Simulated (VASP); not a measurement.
Crystal: Rb3Tl.

```
CELL_PARAMETERS angstrom
0.00000 4.91232 4.91232
4.91232 0.00000 4.91232
4.91232 4.91232 0.00000
ATOMIC_POSITIONS crystal
Rb 0.25000 0.25000 0.25000
Rb 0.75000 0.75000 0.75000
Rb 0.50000 0.50000 0.50000
Tl 0.00000 0.00000 0.00000
```

```yaml
Program: VASP 6.6.1
Task: relaxation of cell and atoms
Functional: BLYP
Dispersion: D3(BJ)
Potentials_or_basis: VASP PAW PBE potentials, release 64 (Rb_sv, Tl_d)
Cutoff: 500 eV
k_mesh: 5 × 5 × 5
Occupations: methfessel-paxton, width 0.1 eV
Spin: no spin polarisation
```

At the start: pressure -0.6 GPa; volume 59.27 Å³/atom.

Q: How do energy, volume and symmetry change on relaxing?

A: Over 3 steps the energy falls by 15.0 meV/atom and the volume is 51.90 Å³/atom (-12.4 %); space group Fm-3m (No. 225, to 0.1 Å) before and after.

The path:
```csv
step,energy change (eV),largest force (eV/Å),pressure (GPa),volume (Å³)
1,0.0000,0.0000,-0.61,237.08
2,-0.0258,0.0000,-0.48,229.47
3,-0.0600,0.0000,0.01,207.61
```

Final structure:
```
Rb Tl
1.0
     0.00000    4.69976    4.69976
     4.69976    0.00000    4.69976
     4.69976    4.69976    0.00000
Rb Tl
3 1
Direct
  0.25000 0.25000 0.25000
  0.75000 0.75000 0.75000
  0.50000 0.50000 0.50000
  0.00000 0.00000 0.00000
```

Caveat: the PAW data sets were made with another functional, which shifts forces and pressure a little.
